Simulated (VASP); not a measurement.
# HfS2 (P-3m1) in VASP: notebook, part 2 of 2

VASP 6.6.1. Earlier steps stand in the parts before.

## 3. Single point, PBE (epitaxial xy strain -3.0%)

Input file INCAR:

```
ALGO     = Normal         # electronic algorithm
EDIFF    = 1E-6           # SCF threshold, eV
ENCUT    = 500            # plane-wave cutoff, eV
GGA      = PE             # functional
GGA_COMPAT= F            
ISIF     = 2              # what is computed and relaxed
ISMEAR   = 0              # smearing method
LASPH    = T              # aspherical terms in the spheres
LCHARG   = F              # write CHGCAR
LREAL    = F              # projectors in reciprocal space
LWAVE    = F              # write WAVECAR
NBANDS   = 18             # bands
NELM     = 120            # most SCF steps
PREC     = Accurate       # precision mode
SIGMA    = 0.01           # smearing width, eV
```

Input file KPOINTS:

```
k-points
0
Gamma
  6 6 2
```

Input file POSCAR:

```
HfS2
1.0
    3.5213870797      0.0000000000      0.0000000000
   -1.7606935398      3.0496106676      0.0000000000
    0.0000000000      0.0000000000      5.9501995588
Hf S
1 2
Direct
    0.0000000000      0.0000000000      0.0000000000
    0.3333333333      0.6666666667      0.2496609635
    0.6666666667      0.3333333333      0.7503390365
```

Potentials or basis: VASP PAW PBE potentials, release 64 (Hf_pv, S).

On the command line:

```console
$ cat potpaw_PBE.64/Hf_pv/POTCAR potpaw_PBE.64/S/POTCAR > POTCAR
$ mpirun -np 1 vasp_std > vasp.out
```

It took 23 s on 1 thread of Intel Xeon 8259CL, shared host; peak memory 0.19 GiB.

Results (log left out):

* Free energy: -22.7872 eV
* Pressure: 5.6 GPa
* Largest force: 0.064 eV/Å
* Band gap on the k mesh: 0.72 eV (least direct gap 1.71 eV)

Forces on the atoms (eV/Å):
```
Hf   0.000  0.000  0.000
S    0.000  0.000  0.064
S    0.000  0.000 -0.064
```

Stress tensor (GPa, compression positive):
```
7.17 0.00 0.00
0.00 7.17 0.00
0.00 0.00 2.51
```

Levels at points of the mesh, in eV from the valence-band top:
| k point | band 7 | band 8 | band 9 | band 10 | band 11 | band 12 | band 13 | band 14 | band 15 | band 16 |
| --- | --- | --- | --- | --- | --- | --- | --- | --- | --- | --- |
| (0.00, 0.00, 0.00) | -2.70 | -2.70 | -0.20 | 0.00 | 0.00 | 1.99 | 1.99 | 2.28 | 5.35 | 5.35 |
| (0.50, 0.00, 0.00) | -3.11 | -2.82 | -2.54 | -2.16 | -1.26 | 0.95 | 4.37 | 4.59 | 6.07 | 6.54 |
| (0.00, 0.00, 0.50) | -2.66 | -2.66 | -2.15 | -0.14 | -0.14 | 1.95 | 1.95 | 2.80 | 5.78 | 5.78 |
| (0.50, 0.00, 0.50) | -3.72 | -2.71 | -2.69 | -1.07 | -0.99 | 0.72 | 4.35 | 4.61 | 5.54 | 5.91 |

Caveat: the k points lie up to 0.53 Å⁻¹ apart; the cell differs from its parent crystal (epitaxial xy strain -3.0%); spin-orbit coupling is left out, which moves the levels of the heavy elements; this functional lacks dispersion, which binds the layers, so the pressure and a relaxed spacing across them are unreliable.

## 4. Single point, PBE (epitaxial xy strain -2.0%)

INCAR is that of step 3.

KPOINTS is that of step 3.

Input file POSCAR:

```
HfS2
1.0
    3.5576900393      0.0000000000      0.0000000000
   -1.7788450196      3.0810499528      0.0000000000
    0.0000000000      0.0000000000      5.9354135096
Hf S
1 2
Direct
    0.0000000000      0.0000000000      0.0000000000
    0.3333333333      0.6666666667      0.2476920146
    0.6666666667      0.3333333333      0.7523079854
```

Potentials or basis: VASP PAW PBE potentials, release 64 (Hf_pv, S).

On the command line:

```console
$ cat potpaw_PBE.64/Hf_pv/POTCAR potpaw_PBE.64/S/POTCAR > POTCAR
$ mpirun -np 1 vasp_std > vasp.out
```

OUTCAR:

```text
EDIFF = 1E-6
   ENCUT = 500
   GGA = PE
   ISIF = 2
   ISMEAR = 0
   LASPH = T
   LREAL = F
   NELM = 120
   PREC = Accurate

 ion  position               nearest neighbor table
   1  0.000  0.000  0.000-   2 2.53   3 2.53   2 2.53   3 2.53   3 2.53   2 2.53
   2  0.333  0.667  0.248-   1 2.53   1 2.53   1 2.53
   3  0.667  0.333  0.752-   1 2.53   1 2.53   1 2.53

  LATTYP: Found a hexagonal cell.
 ALAT       =     3.5576900393
[... 476 lines left out ...]

  FORCE on cell =-STRESS in cart. coord.  units (eV):
  Direction    XX          YY          ZZ          XY          YZ          ZX
  --------------------------------------------------------------------------------------
  -------------------------------------------------------------------------------------
  Total        2.0612754      2.0612754      0.9521471      0.0000000     -0.0000000      0.0000000
  in kB       50.7608358     50.7608358     23.4475132      0.0000000     -0.0000000      0.0000000
  external PRESSURE =      41.6563949 kB  Pullay stress =       0.0000000 kB

 VOLUME and BASIS-vectors are now :
 -----------------------------------------------------------------------------
  energy-cutoff  :      500.00
  volume of cell :       65.06
      direct lattice vectors                 reciprocal lattice vectors
     3.557690039  0.000000000  0.000000000     0.281081260  0.162282341  0.000000000
    -1.778845020  3.081049953  0.000000000     0.000000000  0.324564683  0.000000000
     0.000000000  0.000000000  5.935413510     0.000000000  0.000000000  0.168480258

 POSITION                                       TOTAL-FORCE (eV/Angst)
 -----------------------------------------------------------------------------------
      0.00000      0.00000      0.00000         0.000000      0.000000      0.000000
     -0.00000      2.05403      1.47015         0.000000     -0.000000      0.056020
      1.77885      1.02702      4.46526        -0.000000      0.000000     -0.056020
 -----------------------------------------------------------------------------------
    total drift:                                0.000000     -0.000000     -0.000000

  FREE ENERGIE OF THE ION-ELECTRON SYSTEM (eV)
  ---------------------------------------------------
  free  energy   TOTEN  =       -22.8341882055 eV

  energy  without entropy=      -22.8341882055  energy(sigma->0) =      -22.83418821
```

stdout:

```text
POSCAR found type information on POSCAR HfS
 POSCAR found :  2 types and       3 ions
 scaLAPACK will be used
 LDA part: xc-table for (Slater+PW92), standard interpolation
 POSCAR, INCAR and KPOINTS ok, starting setup
 FFT: planning ... GRIDC
 FFT: planning ... GRID_SOFT
 FFT: planning ... GRID
 WAVECAR not read
 entering main loop
```

It took 24 s on 1 thread of Intel Xeon 8259CL, shared host; peak memory 0.18 GiB.

Results:

| Item | Value |
| --- | --- |
| Free energy | -22.8342 eV |
| Pressure | 4.2 GPa |
| Largest force | 0.056 eV/Å |
| Band gap on the k mesh | 0.87 eV (least direct gap 1.86 eV) |

Forces in eV/Å, atoms in the order of the input:
```
Hf   0.000  0.000  0.000
S    0.000  0.000  0.056
S    0.000  0.000 -0.056
```

Levels at points of the mesh, in eV from the valence-band top:
```
           k point  band 8  band 9  band 10  band 11  band 12  band 13  band 14  band 15
(0.00, 0.00, 0.00)   -2.70   -0.10     0.00     0.00     2.02     2.02     2.44     5.41
(0.50, 0.00, 0.00)   -2.68   -2.49    -2.06    -1.25     1.08     4.28     4.44     6.19
(0.00, 0.00, 0.50)   -2.66   -2.00    -0.13    -0.13     1.98     1.98     2.87     5.83
(0.50, 0.00, 0.50)   -2.64   -2.55    -0.99    -0.98     0.87     4.27     4.47     5.64
```

Caveat: the k points lie up to 0.53 Å⁻¹ apart; the cell differs from its parent crystal (epitaxial xy strain -2.0%); spin-orbit coupling is left out, which moves the levels of the heavy elements; this functional lacks dispersion, which binds the layers, so the pressure and a relaxed spacing across them are unreliable. A k mesh can miss the band edges.

## 5. Summary

| cell | gap on the mesh (eV) | pressure (GPa) | largest force (eV/Å) |
| --- | --- | --- | --- |
| a = 3.485, b = 3.485, c = 5.973 Å, angles 90.0, 90.0, 120.0°, 3 atoms, atomic positions A | 0.55 | 7.2 | 0.07 |
| a = 3.521, b = 3.521, c = 5.950 Å, angles 90.0, 90.0, 120.0°, 3 atoms, atomic positions A | 0.72 | 5.6 | 0.06 |
| a = 3.558, b = 3.558, c = 5.935 Å, angles 90.0, 90.0, 120.0°, 3 atoms, atomic positions B | 0.87 | 4.2 | 0.06 |

Alike in all rows: task single point; level PBE; potentials or basis VASP PAW PBE potentials, release 64 (Hf_pv, S); no spin polarisation; k mesh 6 × 6 × 2; cutoff (eV) 500; smearing gaussian 0.01 eV.

Caveats: all runs use coarse meshes; spin-orbit coupling is left out, which moves the levels of the heavy elements; this functional lacks dispersion, which binds the layers, so the pressure and a relaxed spacing across them are unreliable.

Total energies depend on the potentials used, so only differences within one code and one set of settings carry meaning.
